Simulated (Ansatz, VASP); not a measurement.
# TaSi2: VASP beside Ansatz

```
CELL_PARAMETERS angstrom
4.76136 0.00000 0.00000
-2.38068 4.12346 0.00000
0.00000 0.00000 6.55812
ATOMIC_POSITIONS crystal
Ta 0.45505 0.00000 0.86947
Ta 0.50000 0.50000 0.66667
Ta 0.00000 0.50000 0.33333
Si 0.15926 0.31852 0.00000
Si 0.84074 0.15926 0.66667
Si 0.68148 0.84074 0.33333
Si 0.84074 0.68148 0.00000
Si 0.15926 0.84074 0.66667
Si 0.31852 0.15926 0.33333
```

Alike in both runs: task single point; functional PBEsol; k mesh 9 × 9 × 6; occupations gaussian, width 0.15 eV; no spin polarisation.

|  | VASP | Ansatz |
| --- | --- | --- |
| version | VASP 6.6.1 | Ansatz 0.2.0 |
| potentials or method | VASP PAW PBE potentials, release 64 (Ta_pv, Si), cutoff 520 eV | scalar-relativistic, plane waves, PAW |
| valence electrons in the cell | 57 | 63 |

|  | VASP | Ansatz | Ansatz less VASP |
| --- | --- | --- | --- |
| gap on the k mesh at the Fermi level (eV) | none | none | - |
| rms of the force components (eV/Å) | 7.882 | 7.861 | -0.0211 |

VASP's potentials were made for PBE, not for PBEsol, and Ansatz warns of the same on its side. Atom by atom the forces differ by 0.023 eV/Å (rms over components). A gap of «none» marks a metal or a gap that the smearing closes. With one functional, cell and mesh, what is left measures potentials, basis and numerics. VASP's potentials hold 57 valence electrons a cell and Ansatz's 63, so a difference there can come from the potentials and not from the codes.

Neither program's run includes spin-orbit coupling.
